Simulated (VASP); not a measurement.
Runs of VASP 6.6.1 on C. The structure is that of space group R-3m (No. 166), or close to it. The cells are those of the table. 

```csv
cell,gap on the mesh (eV),pressure (GPa),largest force (eV/Å)
"a = 10.748 Å, angles 13.9°, 10 atoms",4.24,-31.2,0.05
"a = 10.740 Å, angles 13.3°, 10 atoms",4.57,-1.4,0.04
"a = 9.928 Å, angles 15.0°, 10 atoms",(a),3.2,0.73
"a = 10.471 Å, angles 14.0°, 10 atoms",4.35,-7.7,0.03
"a = 10.193 Å, angles 14.1°, 10 atoms",4.43,23.3,0.13
"a = 9.926 Å, angles 14.9°, 10 atoms",3.57,11.1,0.70
"a = 9.652 Å, angles 15.3°, 10 atoms",(b),28.7,1.40
"a = 10.465 Å, angles 13.6°, 10 atoms",4.69,19.9,0.12
"a = 10.197 Å, angles 14.3°, 10 atoms",4.11,4.6,0.23
"a = 11.011 Å, angles 12.7°, 10 atoms",(c),8.3,0.17
```

Alike in all rows: task single point; level PBE; potentials or basis VASP PAW PBE potentials, release 64 (C); no spin polarisation; k mesh 12 × 12 × 12; cutoff (eV) 520; smearing gaussian 0.05 eV.

Estimate the missing entries.

(a) 3.40; (b) 3.17; (c) 3.33.

Caveats: the cell stands under pressure (at least some runs); the cell stands under tension (at least some runs); forces of over 1 eV/Å act on the atoms, so gaps and moduli don't describe the material at rest (at least some runs).

A k mesh can miss the band edges.
